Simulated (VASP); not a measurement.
Crystal: Mg.

```xyz
1
Lattice="-1.8360 1.8360 1.6794 1.8360 -1.8360 1.6794 1.8360 1.8360 -1.6794" Properties=species:S:1:pos:R:3 pbc="T T T"
Mg    0.0000    0.0000    0.0000
```

```yaml
Program: VASP 6.6.1
Task: relaxation of cell and atoms
Functional: PBE
Dispersion: D3(BJ)
Potentials_or_basis: VASP PAW PBE potentials, release 64 (Mg)
Cutoff: 600 eV
k_mesh: 11 × 11 × 11
Occupations: fermi-dirac, width 0.05 eV
Spin: no spin polarisation
```

At the start: pressure -1.6 GPa; volume 22.64 Å³/atom.

How do energy, volume and symmetry change on relaxing?

Over 10 steps the energy falls by 9.5 meV/atom and the volume is 21.52 Å³/atom (-5.0 %); space group Im-3m (No. 229, to 0.05 Å).

The path:
```csv
step,energy change (eV),largest force (eV/Å),pressure (GPa),volume (Å³)
1,0.0000,0.0000,-1.57,22.64
2,-0.0047,0.0000,-0.43,21.93
3,-0.0051,0.0000,0.01,21.67
4,-0.0051,0.0000,0.05,21.65
5,-0.0055,0.0000,0.06,21.63
6,-0.0068,0.0000,0.11,21.56
7,-0.0086,0.0000,0.28,21.42
8,-0.0072,0.0000,0.95,21.08
9,-0.0091,0.0000,0.46,21.31
10,-0.0095,0.0000,0.05,21.52
```

Final structure:
```
CELL_PARAMETERS angstrom
-1.75201 1.75201 1.75285
1.75201 -1.75201 1.75285
1.75201 1.75201 -1.75285
ATOMIC_POSITIONS crystal
Mg 0.00000 0.00000 0.00000
```

Caveat: pairwise dispersion overbinds metals, which lowers pressure and volume.
